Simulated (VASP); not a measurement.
Here is a VASP 6.6.1 calculation.

Contents of POSCAR:

```
MoS
1.0
    3.1272128673      0.0000000000      0.0000000000
    0.0000000000      3.1272128673      0.0000000000
    0.0000000000      0.0000000000      3.1272128673
Mo S
1 1
Direct
    0.0000000000      0.0000000000      0.0000000000
    0.5000000000      0.5000000000      0.5000000000
```

File INCAR.step1:

```
SYSTEM = MoS
PREC = Accurate
ENCUT = 600
ISMEAR = 0
SIGMA = 0.1
LREAL = .FALSE.
LASPH = .TRUE.
NELM = 150
ISPIN = 2
MAGMOM = 2.08 -0.33
LMAXMIX = 4
LDAU = .TRUE.
LDAUTYPE = 2
LDAUL = 2 -1
LDAUU = 4.38 0
LDAUJ = 0 0
GGA = PE
ALGO = Normal
EDIFF = 1E-4
LWAVE = .TRUE.
LCHARG = .FALSE.
KPAR = 4
```

Contents of INCAR.step2:

```
SYSTEM = MoS
PREC = Accurate
ENCUT = 600
EDIFF = 1E-7
ISMEAR = 0
SIGMA = 0.1
LREAL = .FALSE.
LASPH = .TRUE.
NELM = 150
ALGO = Normal
ISIF = 3
LWAVE = .FALSE.
LCHARG = .FALSE.
ISPIN = 2
MAGMOM = 2.08 -0.33
LORBIT = 11
LMAXMIX = 4
LDAU = .TRUE.
LDAUTYPE = 2
LDAUL = 2 -1
LDAUU = 4.38 0
LDAUJ = 0 0
LDAUPRINT = 1
METAGGA = R2SCAN
LMIXTAU = .TRUE.
IBRION = 2
NSW = 100
EDIFFG = -0.01
ISTART = 1
KPAR = 4
```

The input KPOINTS:

```
regular mesh
0
G
  14 14 14
  0 0 0
```

Potentials or basis: VASP PAW PBE potentials, release 64 (Mo_sv, S).

Launch:

```sh
$ cat potpaw_PBE.64/Mo_sv/POTCAR potpaw_PBE.64/S/POTCAR > POTCAR
$ cp INCAR.step1 INCAR
$ mpirun -np 4 vasp_std > vasp.out
$ cp INCAR.step2 INCAR
$ mpirun -np 4 vasp_std > vasp.out
```

**Question.** What does it give for the space group after relaxing (to 0.1 Å)?

**Answer.** Pm-3m (No. 221).

**Question.** What does it give for the relaxed cell?

**Answer.** a = 3.123 Å, b = 3.123 Å, c = 3.123 Å, α = 90.00°, β = 90.00°, γ = 90.00°.

**Question.** Predict the net moment.

**Answer.** 1.88 μB per cell.

**Question.** Predict the relaxed volume.

**Answer.** 15.23 Å³/atom.

Step by step:
```tsv
step	energy change (eV)	largest force (eV/Å)	pressure (GPa)	volume (Å³)
1	0.0000	0.0000	-0.58	30.58
2	0.0000	0.0000	0.62	30.34
3	-0.0002	0.0000	0.01	30.46
```

Caveat: the PAW data sets were made with another functional, which shifts forces and pressure a little.
